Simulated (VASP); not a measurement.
A run of VASP 6.6.1:

Contents of INCAR:

```
SYSTEM = Al5Co2Ni3
PREC = Accurate ; ENCUT = 600
EDIFF = 1E-6 ; ISMEAR = 0
SIGMA = 0.2 ; LREAL = .FALSE.
LASPH = .TRUE. ; NELM = 80
ALGO = Fast ; ISIF = 3
LWAVE = .FALSE. ; LCHARG = .FALSE.
GGA = PE ; IBRION = 2
NSW = 80 ; EDIFFG = -0.025
```

Contents of KPOINTS:

```
regular mesh
0
G
  8 8 2
  0 0 0
```

The input POSCAR:

```
Al5Co2Ni3
1.0
    2.8478049788     -0.0085184307      0.0308545986
   -0.0085184307      2.8366220124      0.0388391941
    0.1558680814      0.1962038380     14.2981956125
Al Co Ni
5 2 3
Direct
    0.5757750511      0.4543634302      0.8875957717
    0.4694337239      0.4811829285      0.1000757803
    0.5435365132      0.4458618023      0.3205209655
    0.4230151516      0.5767782622      0.4841545592
    0.5066235400      0.5651891965      0.6845319417
   -0.0346001243     -0.0346243176      0.4046657458
   -0.0075398083      0.0268197741      0.5967394616
    0.0046558130      0.0250847279      0.8067058377
   -0.0012079415      0.0027567794      0.0114948648
    0.0203080812     -0.0434125836      0.2035150718
```

Potentials or basis: VASP PAW PBE potentials, release 64 (Al, Co, Ni).

The run is started by

```console
$ cat potpaw_PBE.64/Al/POTCAR potpaw_PBE.64/Co/POTCAR potpaw_PBE.64/Ni/POTCAR > POTCAR
$ mpirun -np 1 vasp_std > vasp.out
```

Hardware: 1 thread of Intel(R) Xeon(R) 6975P-C (Granite Rapids) (shared host).

Estimate the wall time of this run.

It took 42 min on 1 thread of Intel(R) Xeon(R) 6975P-C (Granite Rapids), on a shared host, peak memory 0.51 GiB. Counts: scf iterations 260, k points 68, ion steps 19.
